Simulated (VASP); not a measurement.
# Ti14Si (a cell with a defect) in VASP: single point with PBE

Aim: the single point of Ti14Si (a cell with a defect) with PBE.

Program: VASP 6.6.1. These are calculated values, not measurements. Logs are shortened: lines on timing, memory, paths and dates and some standing lists are left out, and cuts for length are marked.

### Step 1. The cell of the first run

The cell holds a defect, 15 atoms: a = 7.122 Å, b = 7.122 Å, c = 7.122 Å, α = 109.47°, β = 109.47°, γ = 109.47°.

### Step 2. Single point, PBE

Contents of INCAR:

```
ALGO = Normal ; EDIFF = 1E-7
ENCUT = 520 ; GGA = PE
ISIF = 2 ; ISMEAR = 0
LASPH = True ; LCHARG = False
LREAL = Auto ; LWAVE = False
NBANDS = 99 ; NELM = 80
PREC = Accurate ; SIGMA = 0.1
```

Contents of KPOINTS:

```
Automatic mesh
0
Gamma
  4 4 4
  0.5 0.5 0.5
```

Contents of POSCAR:

```
Ti14Si
1.0
   -4.1120350457     -4.1120350457     -4.1120350457
   -4.1120350457      4.1120350457      4.1120350457
    4.1120350457      4.1120350457     -4.1120350457
Si Ti
1 14
Direct
    0.6250000235      0.0000000000      0.3749999654
    0.2511718622      0.0000000000      0.7488281267
    0.7371848650      0.4787353410      0.7415504649
    0.7528043817      0.2556089596      0.0028044508
    0.4813195846      0.2528412303      0.2313195266
    0.2528045088      0.2556089596      0.5028045668
    0.0215217037      0.2528412303      0.7715216346
   -0.0011719258      0.0000000000      0.0011719258
    0.7686804623      0.7471587586      0.5186804043
    0.4971955436      0.7443910293      0.7471956017
    0.5128151819      0.5212646478      0.0084494659
    0.2584495239      0.5212647694      0.2628152455
   -0.0084494659      0.4787353410      0.4871848070
    0.2284783543      0.7471587586     -0.0215217037
   -0.0028045724      0.7443910293      0.2471954856
```

Potentials or basis: VASP PAW PBE potentials, release 64 (Si, Ti_sv).

Started as:

```sh
$ cat potpaw_PBE.64/Si/POTCAR potpaw_PBE.64/Ti_sv/POTCAR > POTCAR
$ mpirun -np 1 vasp_std > vasp.out
```

OUTCAR:

```text
EDIFF = 1E-7
   ENCUT = 520
   GGA = PE
   ISIF = 2
   ISMEAR = 0
   LASPH = True
   LREAL = Auto
   NELM = 80
   PREC = Accurate

 ion  position               nearest neighbor table
   1  0.625  0.000  0.375-  14 2.66   5 2.66   7 2.66   9 2.66
   2  0.251  0.000  0.749-   7 2.81   5 2.81   9 2.81  14 2.81   6 2.92   4 2.92  15 2.92  10 2.92

   3  0.737  0.479  0.742-   6 2.82   4 2.82   9 2.86  14 2.86  11 2.87
   4  0.753  0.256  0.003-  13 2.82   3 2.82  15 2.84   5 2.91   7 2.91   2 2.92   8 2.92
   5  0.481  0.253  0.231-   1 2.66   2 2.81   8 2.81  11 2.86  12 2.86   9 2.89   4 2.91   6 2.91
[... 8 lines left out ...]
  10  0.497  0.744  0.747-  11 2.82  12 2.82   6 2.84  14 2.91   9 2.91   8 2.92   2 2.92
  11  0.513  0.521  0.008-  15 2.82  10 2.82   7 2.86   5 2.86   3 2.87
  12  0.258  0.521  0.263-  10 2.82  15 2.82   5 2.86   7 2.86  13 2.87
  13  0.992  0.479  0.487-   6 2.82   4 2.82  14 2.86   9 2.86  12 2.87
  14  0.228  0.747  0.978-   1 2.66   2 2.81   8 2.81   3 2.86  13 2.86   7 2.89  10 2.91  15 2.91

  15  0.997  0.744  0.247-  11 2.82  12 2.82   4 2.84   9 2.91  14 2.91   8 2.92   2 2.92

  LATTYP: Found a body centered cubic cell.
 ALAT       =     8.2240700914

  Lattice vectors:

 A1 = (  -4.1120350457,  -4.1120350457,  -4.1120350457)
 A2 = (  -4.1120350457,   4.1120350457,   4.1120350457)
 A3 = (   4.1120350457,   4.1120350457,  -4.1120350457)

Analysis of symmetry for initial positions (statically):
=====================================================================
 Subroutine PRICEL returns:
 Original cell was already a primitive cell.

 Routine SETGRP: Setting up the symmetry group for a
 body centered cubic supercell.

 Subroutine GETGRP returns: Found  8 space group operations
 (whereof  4 operations were pure point group operations)
 out of a pool of 48 trial point group operations.

The static configuration has the point symmetry C_2v.
 The point group associated with its full space group is D_2h.

Analysis of symmetry for dynamics (positions and initial velocities):
=====================================================================
 Subroutine PRICEL returns:
 Original cell was already a primitive cell.

 Routine SETGRP: Setting up the symmetry group for a
 body centered cubic supercell.

 Subroutine GETGRP returns: Found  8 space group operations
 (whereof  4 operations were pure point group operations)
 out of a pool of 48 trial point group operations.

The dynamic configuration has the point symmetry C_2v.
 The point group associated with its full space group is D_2h.

 Subroutine INISYM returns: Found  8 space group operations
 (whereof  4 operations are pure point group operations),
 and found     1 'primitive' translations

----------------------------------------------------------------------------------------

                                     Primitive cell

  volume of cell :     278.1188

  direct lattice vectors                    reciprocal lattice vectors
    -4.112035046 -4.112035046 -4.112035046    -0.121594294  0.000000000 -0.121594294
    -4.112035046  4.112035046  4.112035046    -0.121594294  0.121594294  0.000000000
     4.112035046  4.112035046 -4.112035046     0.000000000  0.121594294 -0.121594294

  length of vectors
     7.122253622  7.122253622  7.122253622     0.171960300  0.171960300  0.171960300

  position of ions in fractional coordinates (direct lattice)
     0.625000024  0.000000000  0.374999965
     0.251171862  0.000000000  0.748828127
     0.737184865  0.478735341  0.741550465
     0.752804382  0.255608960  0.002804451
     0.481319585  0.252841230  0.231319527
     0.252804509  0.255608960  0.502804567
     0.021521704  0.252841230  0.771521635
     0.998828074  0.000000000  0.001171926
     0.768680462  0.747158759  0.518680404
     0.497195544  0.744391029  0.747195602
     0.512815182  0.521264648  0.008449466
     0.258449524  0.521264769  0.262815246
     0.991550534  0.478735341  0.487184807
     0.228478354  0.747158759  0.978478296
     0.997195428  0.744391029  0.247195486

  ion indices of the primitive-cell ions
   primitive index   ion index
                 1           1
                 2           2
[... 33 lines left out ...]
     0.500000000  0.500000000  0.500000000

 Subroutine IBZKPT returns following result:
 ===========================================

 Found     15 irreducible k-points:

 Following reciprocal coordinates:
            Coordinates               Weight
  0.125000  0.125000  0.125000      4.000000
  0.375000 -0.125000 -0.125000      4.000000
  0.375000  0.125000  0.125000      8.000000
  0.125000  0.375000  0.125000      2.000000
 -0.375000 -0.125000 -0.375000      2.000000
 -0.125000  0.125000  0.125000      4.000000
  0.125000 -0.125000  0.125000      2.000000
 -0.375000  0.375000  0.125000      8.000000
  0.125000 -0.375000  0.375000      8.000000
  0.375000  0.125000 -0.375000      4.000000
  0.125000 -0.375000 -0.125000      4.000000
 -0.375000 -0.375000  0.125000      4.000000
 -0.375000  0.125000 -0.375000      4.000000
 -0.375000  0.375000  0.375000      4.000000
  0.375000 -0.375000  0.375000      2.000000
   k-points           NKPTS =     15   k-points in BZ     NKDIM =     15   number of bands    NBANDS=     99
   number of dos      NEDOS =    301   number of ions     NIONS =     15
   total plane-waves  NPLWV = 157464
   dimension x,y,z NGX =    54 NGY =   54 NGZ =   54
   dimension x,y,z NGXF=   108 NGYF=  108 NGZF=  108
   ions per type =               1  14
   NGX,Y,Z   is equivalent  to a cutoff of  12.60, 12.60, 12.60 a.u.
   NGXF,Y,Z  is equivalent  to a cutoff of  25.21, 25.21, 25.21 a.u.
 SYSTEM =  unknown system
   PREC   = accura    normal or accurate (medium, high low for compatibility)
   ISTART =      0    job   : 0-new  1-cont  2-samecut
   ICHARG =      2    charge: 1-file 2-atom 10-const
   ISPIN  =      1    spin polarized calculation?
   LNONCOLLINEAR =      F non collinear calculations
   LSORBIT =      F    spin-orbit coupling
   LASPH  =      T    aspherical Exc in radial PAW
   ENCUT  =  520.0 eV  38.22 Ry    6.18 a.u.  13.24 13.24 13.24*2*pi/ulx,y,z
   NELM   =     80;   NELMIN=  2; NELMDL= -5     # of ELM steps
   EDIFF  = 0.1E-06   stopping-criterion for ELM
   LREAL  =      T    real-space projection
   EDIFFG = 0.1E-05   stopping-criterion for IOM
   NSW    =      0    number of steps for IOM
   IBRION =     -1    ionic relax: 0-MD 1-quasi-New 2-CG
   NFREE  =      0    steps in history (QN), initial steepest desc. (CG)
   ISIF   =      2    stress and relaxation
   ISYM   =      2    0-nonsym 1-usesym 2-fastsym
   POTIM  = 0.5000    time-step for ionic-motion
   TEBEG  =    0.0;   TEEND  =   0.0 temperature during run
   PSTRESS=    0.0 pullay stress
   NELECT =     172.0000    total number of electrons
   NUPDOWN=      -1.0000    fix difference up-down
   EMIN   =  10.00;   EMAX   =-10.00  energy-range for DOS
   EFERMI =   0.00;   METHOD = LEGACY
   ISMEAR =     0;   SIGMA  =   0.10  broadening in eV -4-tet -1-fermi 0-gaus
   EFERMI_NEDOS =   21; number of points for ismear=-14 and -15
   IALGO  =     38    algorithm
   IMIX   =      4    mixing-type and parameters
     AMIX     =   0.40;   BMIX     =  1.00
     AMIX_MAG =   1.60;   BMIX_MAG =  1.00
  volume/ion in A,a.u.               =      18.54       125.12
  Fermi-wavevector in a.u.,A,eV,Ry     =   1.394786  2.635763 26.469146  1.945427
  Thomas-Fermi vector in A             =   2.518301
   LORBIT       =      0    0 simple, 1 ext, 2 COOP (PROOUT), +10 PAW based schemes
   GGA     = PE    functional components
   LHFCALC =     F    Hartree Fock is set to
   AEXX    =    0.0000 exact exchange contribution
   IVDW    =     0    specifies the selected vdW correction
   LEPSILON=     F    determine dielectric tensor
   LRPA    =     F    only Hartree local field effects (RPA)
 non-spin polarized calculation
 Gauss-broadening in eV      SIGMA  =   0.10
  energy-cutoff  :      520.00
  volume of cell :      278.12
 maximum number of plane-waves:      7507
 NGX is ok and might be reduce to    54
   NGX = 27   NGY = 27   NGZ = 27

 number of electron     172.0000009 magnetization

 Free energy of the ion-electron system (eV)
  ---------------------------------------------------
  ext. energy  EPLUGINS =         0.00000000
  ---------------------------------------------------
  free energy    TOTEN  =      -112.57840499 eV

  energy without entropy =     -112.45830589  energy(sigma->0) =     -112.51835544

 E-fermi :   7.4683     XC(G=0): -11.0629

 val. band max:        7.4675984739   @ k =  -0.3750  -0.1250  -0.3750
 cond. band min:       7.4802576978   @ k =   0.3750   0.1250  -0.3750
 fundamental gap:      0.0126592239
 Fermi energy:         7.4683481503

 k-point     1 :       0.1250    0.1250    0.1250
  band No.  band energies     occupation
      1     -49.3107      2.00000
      2     -49.2701      2.00000
      3     -49.2470      2.00000
      4     -49.2341      2.00000
      5     -49.2250      2.00000
      6     -49.2153      2.00000
[... 1504 lines left out ...]
     97       8.3002      0.00000
     98       8.3611      0.00000
 [bands above 98 left out]

------------------------ aborting loop because EDIFF is reached ----------------------------------------

  FORCE on cell =-STRESS in cart. coord.  units (eV):
  Direction    XX          YY          ZZ          XY          YZ          ZX
  --------------------------------------------------------------------------------------
  -------------------------------------------------------------------------------------
  Total       -9.0906852     -9.0906852      0.4912478      1.8626304      0.0000000      0.0000000
  in kB      -52.3693022    -52.3693022      2.8299634     10.7301762      0.0000000      0.0000000
  external PRESSURE =     -33.9695470 kB  Pullay stress =       0.0000000 kB

 VOLUME and BASIS-vectors are now :
 -----------------------------------------------------------------------------
  energy-cutoff  :      520.00
  volume of cell :      278.12
      direct lattice vectors                 reciprocal lattice vectors
    -4.112035046 -4.112035046 -4.112035046    -0.121594294  0.000000000 -0.121594294
    -4.112035046  4.112035046  4.112035046    -0.121594294  0.121594294  0.000000000
     4.112035046  4.112035046 -4.112035046     0.000000000  0.121594294 -0.121594294

 POSITION                                       TOTAL-FORCE (eV/Angst)
 -----------------------------------------------------------------------------------
     -1.02801     -1.02801     -4.11204         0.000000      0.000000     -0.000000
      2.04638      2.04638     -4.11204         0.006212      0.006212      0.000000
     -1.95063      1.98653     -4.11204        -0.009883      0.006020      0.000000
     -4.13510     -2.03295     -2.05602         0.002387     -0.002387      0.000000
     -2.06770      0.01168     -1.89071        -0.001611      0.001611     -0.005602
     -0.02306      2.07908     -2.05602         0.002387     -0.002387      0.000000
      2.04433      4.12372     -2.22133        -0.001611      0.001611      0.005602
     -4.10240     -4.10240     -4.11204        -0.006212     -0.006212     -0.000000
     -4.10035      2.04433     -2.22133         0.001611     -0.001611      0.005602
     -2.03295      4.08897     -2.05602        -0.002387      0.002387     -0.000000
     -4.21743      0.06949     -0.00000         0.009883     -0.006020     -0.000000
     -2.12551      2.16141      0.00000         0.006020     -0.009883     -0.000000
     -4.04255     -0.10539     -4.11204        -0.006020      0.009883     -0.000000
      0.01168      6.15637     -1.89071         0.001611     -0.001611     -0.005602
     -6.14499     -0.02306     -2.05602        -0.002387      0.002387     -0.000000
 -----------------------------------------------------------------------------------
    total drift:                               -0.005789     -0.006743      0.000160

  FREE ENERGIE OF THE ION-ELECTRON SYSTEM (eV)
  ---------------------------------------------------
  free  energy   TOTEN  =      -112.5784049942 eV

  energy  without entropy=     -112.4583058907  energy(sigma->0) =     -112.51835544
```

It took 31 min on 1 thread of Oxide Virtual Turin-like, shared host; peak memory 0.51 GiB.

What came out:

```
Free energy            : -112.5784 eV
Pressure               : -3.4 GPa
Largest force          : 0.012 eV/Å
Band gap on the k mesh : zero (bands 86 and 87 overlap by 0.15 eV)
```

Forces on the atoms (eV/Å):
```
Si   0.000  0.000  0.000
Ti   0.006  0.006  0.000
Ti  -0.010  0.006  0.000
Ti   0.002 -0.002  0.000
Ti  -0.002  0.002 -0.006
Ti   0.002 -0.002  0.000
Ti  -0.002  0.002  0.006
Ti  -0.006 -0.006  0.000
Ti   0.002 -0.002  0.006
Ti  -0.002  0.002  0.000
Ti   0.010 -0.006  0.000
Ti   0.006 -0.010  0.000
Ti  -0.006  0.010  0.000
Ti   0.002 -0.002 -0.006
Ti  -0.002  0.002  0.000
```

Stress tensor (GPa, compression positive):
```
-5.24  1.07  0.00
 1.07 -5.24  0.00
 0.00  0.00  0.28
```
